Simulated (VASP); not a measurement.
Input of a VASP 6.6.1 run:

Contents of INCAR:

```
SYSTEM = Pd
PREC = Accurate ; ENCUT = 520
EDIFF = 1E-6 ; ISMEAR = 0
SIGMA = 0.15 ; LREAL = .FALSE.
LASPH = .TRUE. ; NELM = 60
ALGO = Fast ; ISIF = 2
LWAVE = .FALSE. ; LCHARG = .FALSE.
GGA = PS ; NBANDS = 11
```

The input KPOINTS:

```
regular mesh
0
G
  20 20 20
  0 0 0
```

POSCAR

```
Pd
1.0
   -0.0972450000      1.9449000000      1.9449000000
    1.9449000000     -0.0972450000      1.9449000000
    1.8476550000      1.8476550000      0.0000000000
Pd
1
Direct
    0.0000000000      0.0000000000      0.0000000000
```

Potentials or basis: VASP PAW PBE potentials, release 64 (Pd).

Launch:

```console
$ cat potpaw_PBE.64/Pd/POTCAR > POTCAR
$ mpirun -np 1 vasp_std > vasp.out
```

Problem. Predict the band gap on the k mesh.

Solution. Zero (band 5 reaches 10.14 eV, above the bottom of band 6 at 8.35 eV).

Problem. Estimate the pressure.

Solution. -0.4 GPa.

Stress tensor (GPa, compression positive):
```
 0.97  8.79  0.00
 8.79  0.97  0.00
 0.00  0.00 -3.19
```

Caveat: the cell differs from its parent crystal (strain -0.1000 x Voigt [0, 0, 0, 0, 0, 1]); the PAW data sets were made with another functional, which shifts forces and pressure a little.
